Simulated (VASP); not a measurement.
Wanted: the native input for a VASP 6.6.1 run.

```
Task                   : single point
Functional             : PBEsol
Potentials or basis    : VASP PAW PBE potentials, release 64 (Sn_d, O)
Cutoff                 : 520 eV
k mesh                 : 10 × 10 × 4
Occupations            : gaussian, width 0.1 eV
Spin                   : no spin polarisation
Dipole correction      : no
Further INCAR settings : ALGO = Normal; EDIFF = 1e-07; NBANDS = 50
```

The structure of SnO lies in POSCAR:

```
SnO
1.0
    2.6176906216     -2.6176906216      0.0000000000
    2.6176906216      2.6176906216      0.0000000000
    0.0000000000      0.0000000000      8.6955419659
Sn O
4 4
Direct
    0.7500000000      0.2500000000      0.8838884675
    0.2500000000      0.7500000000      0.1161115325
    0.7500000000      0.2500000000      0.3838884675
    0.2500000000      0.7500000000      0.6161115325
    0.2500000000      0.2500000000      0.2500000000
    0.7500000000      0.7500000000      0.7500000000
    0.2500000000      0.2500000000      0.7500000000
    0.7500000000      0.7500000000      0.2500000000
```

One way to write it, as run:

INCAR

```
SYSTEM = SnO
PREC     = Accurate       ! precision mode
ENCUT    = 520            ! plane-wave cutoff, eV
EDIFF    = 1E-7           ! SCF threshold, eV
ISMEAR   = 0              ! smearing method
SIGMA    = 0.1            ! smearing width, eV
LREAL    = .False.        ! projectors in reciprocal space
LASPH    = .True.         ! aspherical terms in the spheres
NELM     = 100            ! most SCF steps
ALGO     = Normal         ! electronic algorithm
ISIF     = 2              ! what is computed and relaxed
LWAVE    = .False.        ! write WAVECAR
LCHARG   = .False.        ! write CHGCAR
GGA      = PS             ! functional
NBANDS   = 50             ! bands
```

KPOINTS

```
regular mesh
0
Gamma
  10 10 4
  0 0 0
```

Potentials or basis: VASP PAW PBE potentials, release 64 (Sn_d, O).

Run with:

```sh
$ cat potpaw_PBE.64/Sn_d/POTCAR potpaw_PBE.64/O/POTCAR > POTCAR
$ mpirun -np 1 vasp_std > vasp.out
```

Results of the run:

```yaml
Pressure: 8.4 GPa
Largest_force: 0.093 eV/Å
Band_gap_on_the_k_mesh: zero (bands 40 and 41 overlap by 1.03 eV)
```

Caveat: the cell stands under pressure; the PAW data sets were made with another functional, which shifts forces and pressure a little; spin-orbit coupling is left out, which moves the levels of the heavy elements.

Wall time 10 min on 1 thread of Intel Xeon 8259CL, with other jobs on the host, peak memory 0.4 GiB.
